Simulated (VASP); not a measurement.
# Sn7Te8 (a cell with a defect) in VASP: single point with PBEsol

Aim: the single point of Sn7Te8 (a cell with a defect) with PBEsol.

All numbers are computed with VASP 6.6.1; they aren't measurements. Logs are shortened: lines on timing, memory, paths and dates and some standing lists are left out, and cuts for length are marked.

### Step 1. The cell of the first run

The cell holds a defect, 15 atoms: a = 8.912 Å, b = 8.912 Å, c = 8.912 Å, α = 60.00°, β = 60.00°, γ = 60.00°.

### Step 2. Single point, PBEsol

INCAR reads:

```
SYSTEM = Sn7Te8
ALGO     = Normal         ! electronic algorithm
EDIFF    = 1E-6           ! SCF threshold, eV
ENCUT    = 400            ! plane-wave cutoff, eV
GGA      = PS             ! functional
GGA_COMPAT= .FALSE.      
ISIF     = 2              ! what is computed and relaxed
ISMEAR   = 0              ! smearing method
LASPH    = .TRUE.         ! aspherical terms in the spheres
LCHARG   = .FALSE.        ! write CHGCAR
LREAL    = .FALSE.        ! projectors in reciprocal space
LWAVE    = .FALSE.        ! write WAVECAR
NBANDS   = 86             ! bands
NELECT   = 148.0        
NELM     = 120            ! most SCF steps
PREC     = Accurate       ! precision mode
SIGMA    = 0.05           ! smearing width, eV
```

KPOINTS reads:

```
k-points
0
G
  2 2 2
  0 0 0
```

POSCAR reads:

```
Sn7Te8
1.0
    0.0000000000      6.3017000000      6.3017000000
    6.3017000000      0.0000000000      6.3017000000
    6.3017000000      6.3017000000      0.0000000000
Te Sn
8 7
Direct
    0.2500000000      0.2500000000      0.2500000000
    0.2500000000      0.2500000000      0.7500000000
    0.2500000000      0.7500000000      0.2500000000
    0.2500000000      0.7500000000      0.7500000000
    0.7500000000      0.2500000000      0.2500000000
    0.7500000000      0.2500000000      0.7500000000
    0.7500000000      0.7500000000      0.2500000000
    0.7500000000      0.7500000000      0.7500000000
    0.0000000000      0.0000000000      0.5000000000
    0.0000000000      0.5000000000      0.0000000000
    0.0000000000      0.5000000000      0.5000000000
    0.5000000000      0.0000000000      0.0000000000
    0.5000000000      0.0000000000      0.5000000000
    0.5000000000      0.5000000000      0.0000000000
    0.5000000000      0.5000000000      0.5000000000
```

Potentials or basis: VASP PAW PBE potentials, release 64 (Te, Sn_d).

Run with:

```sh
> cat potpaw_PBE.64/Te/POTCAR potpaw_PBE.64/Sn_d/POTCAR > POTCAR
> mpirun -np 1 vasp_std > vasp.out
```

OUTCAR:

```text
SYSTEM = Sn7Te8
   EDIFF = 1E-6
   ENCUT = 400
   GGA = PS
   ISIF = 2
   ISMEAR = 0
   LASPH = .TRUE.
   LREAL = .FALSE.
   NELECT = 148.0
   NELM = 120
   PREC = Accurate

 ion  position               nearest neighbor table
   1  0.250  0.250  0.250-   9 3.15  10 3.15  11 3.15  12 3.15  13 3.15  14 3.15
   2  0.250  0.250  0.750-  10 3.15  11 3.15  12 3.15  13 3.15  15 3.15
   3  0.250  0.750  0.250-   9 3.15  11 3.15  12 3.15  14 3.15  15 3.15
   4  0.250  0.750  0.750-   9 3.15  10 3.15  13 3.15  14 3.15  15 3.15
   5  0.750  0.250  0.250-   9 3.15  10 3.15  13 3.15  14 3.15  15 3.15
   6  0.750  0.250  0.750-   9 3.15  11 3.15  12 3.15  14 3.15  15 3.15
   7  0.750  0.750  0.250-  10 3.15  11 3.15  12 3.15  13 3.15  15 3.15
   8  0.750  0.750  0.750-   9 3.15  10 3.15  11 3.15  12 3.15  13 3.15  14 3.15
   9  0.000  0.000  0.500-   1 3.15   3 3.15   4 3.15   5 3.15   6 3.15   8 3.15
  10  0.000  0.500  0.000-   1 3.15   2 3.15   4 3.15   5 3.15   7 3.15   8 3.15
  11  0.000  0.500  0.500-   1 3.15   2 3.15   3 3.15   6 3.15   7 3.15   8 3.15
  12  0.500  0.000  0.000-   1 3.15   2 3.15   3 3.15   6 3.15   7 3.15   8 3.15
  13  0.500  0.000  0.500-   1 3.15   2 3.15   4 3.15   5 3.15   7 3.15   8 3.15
  14  0.500  0.500  0.000-   1 3.15   3 3.15   4 3.15   5 3.15   6 3.15   8 3.15
  15  0.500  0.500  0.500-   2 3.15   3 3.15   4 3.15   5 3.15   6 3.15   7 3.15

  LATTYP: Found a face centered cubic cell.
 ALAT       =    12.6034000000

  Lattice vectors:

 A1 = (   0.0000000000,   6.3017000000,   6.3017000000)
 A2 = (   6.3017000000,   0.0000000000,   6.3017000000)
 A3 = (   6.3017000000,   6.3017000000,   0.0000000000)

Analysis of symmetry for initial positions (statically):
=====================================================================
 Subroutine PRICEL returns:
 Original cell was already a primitive cell.

 Routine SETGRP: Setting up the symmetry group for a
 face centered cubic supercell.

 Subroutine GETGRP returns: Found 48 space group operations
 (whereof 48 operations were pure point group operations)
 out of a pool of 48 trial point group operations.

The static configuration has the point symmetry O_h .

Analysis of symmetry for dynamics (positions and initial velocities):
=====================================================================
 Subroutine PRICEL returns:
 Original cell was already a primitive cell.

 Routine SETGRP: Setting up the symmetry group for a
 face centered cubic supercell.

 Subroutine GETGRP returns: Found 48 space group operations
 (whereof 48 operations were pure point group operations)
 out of a pool of 48 trial point group operations.

The dynamic configuration has the point symmetry O_h .

 Subroutine INISYM returns: Found 48 space group operations
 (whereof 48 operations are pure point group operations),
 and found     1 'primitive' translations

----------------------------------------------------------------------------------------

                                     Primitive cell

  volume of cell :     500.4989

  direct lattice vectors                    reciprocal lattice vectors
     0.000000000  6.301700000  6.301700000    -0.079343669  0.079343669  0.079343669
     6.301700000  0.000000000  6.301700000     0.079343669 -0.079343669  0.079343669
     6.301700000  6.301700000  0.000000000     0.079343669  0.079343669 -0.079343669

  length of vectors
     8.911949606  8.911949606  8.911949606     0.137427266  0.137427266  0.137427266

  position of ions in fractional coordinates (direct lattice)
     0.250000000  0.250000000  0.250000000
     0.250000000  0.250000000  0.750000000
     0.250000000  0.750000000  0.250000000
     0.250000000  0.750000000  0.750000000
     0.750000000  0.250000000  0.250000000
     0.750000000  0.250000000  0.750000000
     0.750000000  0.750000000  0.250000000
     0.750000000  0.750000000  0.750000000
     0.000000000  0.000000000  0.500000000
     0.000000000  0.500000000  0.000000000
     0.000000000  0.500000000  0.500000000
     0.500000000  0.000000000  0.000000000
     0.500000000  0.000000000  0.500000000
     0.500000000  0.500000000  0.000000000
     0.500000000  0.500000000  0.500000000

  ion indices of the primitive-cell ions
   primitive index   ion index
                 1           1
                 2           2
                 3           3
                 4           4
                 5           5
                 6           6
                 7           7
                 8           8
                 9           9
                10          10
                11          11
                12          12
                13          13
                14          14
                15          15

----------------------------------------------------------------------------------------

 KPOINTS: k-points

Automatic generation of k-mesh.
 Grid dimensions read from file:
 generate k-points for:    2    2    2

 Generating k-lattice:

  Cartesian coordinates                     Fractional coordinates (reciprocal lattice)
    -0.039671835  0.039671835  0.039671835     0.500000000  0.000000000  0.000000000
     0.039671835 -0.039671835  0.039671835     0.000000000  0.500000000  0.000000000
     0.039671835  0.039671835 -0.039671835     0.000000000  0.000000000  0.500000000

  Length of vectors
     0.068713633  0.068713633  0.068713633

  Shift w.r.t. Gamma in fractional coordinates (k-lattice)
     0.000000000  0.000000000  0.000000000

 Subroutine IBZKPT returns following result:
 ===========================================

 Found      3 irreducible k-points:

 Following reciprocal coordinates:
            Coordinates               Weight
  0.000000  0.000000  0.000000      1.000000
  0.500000  0.000000  0.000000      4.000000
  0.500000  0.500000  0.000000      3.000000
   k-points           NKPTS =      3   k-points in BZ     NKDIM =      3   number of bands    NBANDS=     86
   number of dos      NEDOS =    301   number of ions     NIONS =     15
   total plane-waves  NPLWV = 216000
   dimension x,y,z NGX =    60 NGY =   60 NGZ =   60
   dimension x,y,z NGXF=   120 NGYF=  120 NGZF=  120
   ions per type =               8   7
   NGX,Y,Z   is equivalent  to a cutoff of  11.19, 11.19, 11.19 a.u.
   NGXF,Y,Z  is equivalent  to a cutoff of  22.39, 22.39, 22.39 a.u.
 SYSTEM =  Sn7Te8
   PREC   = accura    normal or accurate (medium, high low for compatibility)
   ISTART =      0    job   : 0-new  1-cont  2-samecut
   ICHARG =      2    charge: 1-file 2-atom 10-const
   ISPIN  =      1    spin polarized calculation?
   LNONCOLLINEAR =      F non collinear calculations
   LSORBIT =      F    spin-orbit coupling
   LASPH  =      T    aspherical Exc in radial PAW
   ENCUT  =  400.0 eV  29.40 Ry    5.42 a.u.  14.53 14.53 14.53*2*pi/ulx,y,z
   NELM   =    120;   NELMIN=  2; NELMDL= -5     # of ELM steps
   EDIFF  = 0.1E-05   stopping-criterion for ELM
   LREAL  =      F    real-space projection
   EDIFFG = 0.1E-04   stopping-criterion for IOM
   NSW    =      0    number of steps for IOM
   IBRION =     -1    ionic relax: 0-MD 1-quasi-New 2-CG
   NFREE  =      0    steps in history (QN), initial steepest desc. (CG)
   ISIF   =      2    stress and relaxation
   ISYM   =      2    0-nonsym 1-usesym 2-fastsym
   POTIM  = 0.5000    time-step for ionic-motion
   TEBEG  =    0.0;   TEEND  =   0.0 temperature during run
   PSTRESS=    0.0 pullay stress
   NELECT =     148.0000    total number of electrons
   NUPDOWN=      -1.0000    fix difference up-down
   EMIN   =  10.00;   EMAX   =-10.00  energy-range for DOS
   EFERMI =   0.00;   METHOD = LEGACY
   ISMEAR =     0;   SIGMA  =   0.05  broadening in eV -4-tet -1-fermi 0-gaus
   EFERMI_NEDOS =   21; number of points for ismear=-14 and -15
   IALGO  =     38    algorithm
   IMIX   =      4    mixing-type and parameters
     AMIX     =   0.40;   BMIX     =  1.00
     AMIX_MAG =   1.60;   BMIX_MAG =  1.00
  volume/ion in A,a.u.               =      33.37       225.17
  Fermi-wavevector in a.u.,A,eV,Ry     =   1.090672  2.061072 16.185034  1.189566
  Thomas-Fermi vector in A             =   2.226902
   LORBIT       =      0    0 simple, 1 ext, 2 COOP (PROOUT), +10 PAW based schemes
   GGA     = PS    functional components
   LHFCALC =     F    Hartree Fock is set to
   AEXX    =    0.0000 exact exchange contribution
   IVDW    =     0    specifies the selected vdW correction
   LEPSILON=     F    determine dielectric tensor
   LRPA    =     F    only Hartree local field effects (RPA)
 non-spin polarized calculation
 Gauss-broadening in eV      SIGMA  =   0.05
  energy-cutoff  :      400.00
  volume of cell :      500.50
 maximum number of plane-waves:      9185
 NGX is ok and might be reduce to    60
   NGX = 29   NGY = 29   NGZ = 29

 number of electron     147.9999978 magnetization

 Free energy of the ion-electron system (eV)
  ---------------------------------------------------
  ext. energy  EPLUGINS =         0.00000000
  ---------------------------------------------------
  free energy    TOTEN  =       -49.99759618 eV

  energy without entropy =      -49.98737563  energy(sigma->0) =      -49.99248590

 E-fermi :   6.1082     XC(G=0):  -9.4053

 val. band max:        6.0936613056   @ k =   0.0000   0.0000   0.0000
 cond. band min:       6.1955643487   @ k =   0.0000   0.0000   0.0000
 fundamental gap:      0.1019030431
 Fermi energy:         6.1082331909

 k-point     1 :       0.0000    0.0000    0.0000
  band No.  band energies     occupation
      1     -15.8681      2.00000
      2     -15.8543      2.00000
      3     -15.8543      2.00000
      4     -15.8543      2.00000
      5     -15.8489      2.00000
      6     -15.8489      2.00000
[... 78 lines left out ...]
     85       8.1971      0.00000
     86       8.1978      0.00000

 k-point     2 :       0.5000    0.0000    0.0000
  band No.  band energies     occupation
      1     -15.8610      2.00000
      2     -15.8610      2.00000
      3     -15.8513      2.00000
      4     -15.8513      2.00000
      5     -15.8513      2.00000
      6     -15.8513      2.00000
[... 78 lines left out ...]
     85       8.7336      0.00000
     86       8.7558      0.00000

 k-point     3 :       0.5000    0.5000    0.0000
  band No.  band energies     occupation
      1     -15.8615      2.00000
      2     -15.8546      2.00000
      3     -15.8542      2.00000
      4     -15.8542      2.00000
      5     -15.8541      2.00000
      6     -15.8483      2.00000
[... 78 lines left out ...]
     85       8.6929      0.00000
     86       8.9109      0.00000

------------------------ aborting loop because EDIFF is reached ----------------------------------------

  FORCE on cell =-STRESS in cart. coord.  units (eV):
  Direction    XX          YY          ZZ          XY          YZ          ZX
  --------------------------------------------------------------------------------------
  -------------------------------------------------------------------------------------
  Total       16.3744536     16.3744536     16.3744536     -0.0000000      0.0000000     -0.0000000
  in kB       52.4172497     52.4172497     52.4172497     -0.0000000      0.0000000     -0.0000000
  external PRESSURE =      52.4172497 kB  Pullay stress =       0.0000000 kB

 VOLUME and BASIS-vectors are now :
 -----------------------------------------------------------------------------
  energy-cutoff  :      400.00
  volume of cell :      500.50
      direct lattice vectors                 reciprocal lattice vectors
     0.000000000  6.301700000  6.301700000    -0.079343669  0.079343669  0.079343669
     6.301700000  0.000000000  6.301700000     0.079343669 -0.079343669  0.079343669
     6.301700000  6.301700000  0.000000000     0.079343669  0.079343669 -0.079343669

 POSITION                                       TOTAL-FORCE (eV/Angst)
 -----------------------------------------------------------------------------------
      3.15085      3.15085      3.15085        -0.000000     -0.000000      0.000000
      6.30170      6.30170      3.15085        -0.000000     -0.000000     -0.076995
      6.30170      3.15085      6.30170        -0.000000     -0.076995      0.000000
      9.45255      6.30170      6.30170         0.076995     -0.000000      0.000000
      3.15085      6.30170      6.30170        -0.076995     -0.000000      0.000000
      6.30170      9.45255      6.30170        -0.000000      0.076995      0.000000
      6.30170      6.30170      9.45255        -0.000000     -0.000000      0.076995
      9.45255      9.45255      9.45255        -0.000000     -0.000000      0.000000
      3.15085      3.15085      0.00000        -0.000000     -0.000000      0.000000
      3.15085      0.00000      3.15085        -0.000000     -0.000000      0.000000
      6.30170      3.15085      3.15085        -0.000000     -0.000000      0.000000
      0.00000      3.15085      3.15085        -0.000000     -0.000000      0.000000
      3.15085      6.30170      3.15085        -0.000000     -0.000000      0.000000
      3.15085      3.15085      6.30170        -0.000000     -0.000000      0.000000
      6.30170      6.30170      6.30170        -0.000000     -0.000000      0.000000
 -----------------------------------------------------------------------------------
    total drift:                               -0.000000     -0.000000      0.000000

  FREE ENERGIE OF THE ION-ELECTRON SYSTEM (eV)
  ---------------------------------------------------
  free  energy   TOTEN  =       -49.9975961833 eV

  energy  without entropy=      -49.9873756266  energy(sigma->0) =      -49.99248590
```

Run time: 2.2 min. Hardware: 1 thread of Intel Xeon Platinum 8259CL at 2.50GHz (Skylake/Cascade Lake), shared host; peak memory 0.5 GiB.

What came out:

* Free energy: -49.9976 eV
* Largest force: 0.077 eV/Å

Forces on the atoms (eV/Å):
```
Te   0.000  0.000  0.000
Te   0.000  0.000 -0.077
Te   0.000 -0.077  0.000
Te   0.077  0.000  0.000
Te  -0.077  0.000  0.000
Te   0.000  0.077  0.000
Te   0.000  0.000  0.077
Te   0.000  0.000  0.000
Sn   0.000  0.000  0.000
Sn   0.000  0.000  0.000
Sn   0.000  0.000  0.000
Sn   0.000  0.000  0.000
Sn   0.000  0.000  0.000
Sn   0.000  0.000  0.000
Sn   0.000  0.000  0.000
```

Levels at points of the mesh, in eV from the Fermi level:
```tsv
k point	band 71	band 72	band 73	band 74	band 75	band 76	band 77	band 78
(0.00, 0.00, 0.00)	-1.25	-0.21	-0.01	-0.01	-0.01	0.09	0.09	0.09
(0.50, 0.00, 0.00)	-1.41	-1.41	-1.31	-0.40	1.15	1.54	1.54	1.77
(0.50, 0.50, 0.00)	-0.82	-0.82	-0.74	-0.62	0.73	0.74	0.74	0.94
```

Caveat: the k points lie up to 0.43 Å⁻¹ apart; the cell carries a net charge on a neutralising background, which shifts energy and pressure; the cell is charged against a uniform background, so pressure and absolute levels hang on convention; the PAW data sets were made with another functional, which shifts forces and pressure a little; spin-orbit coupling is left out, which moves the levels of the heavy elements.
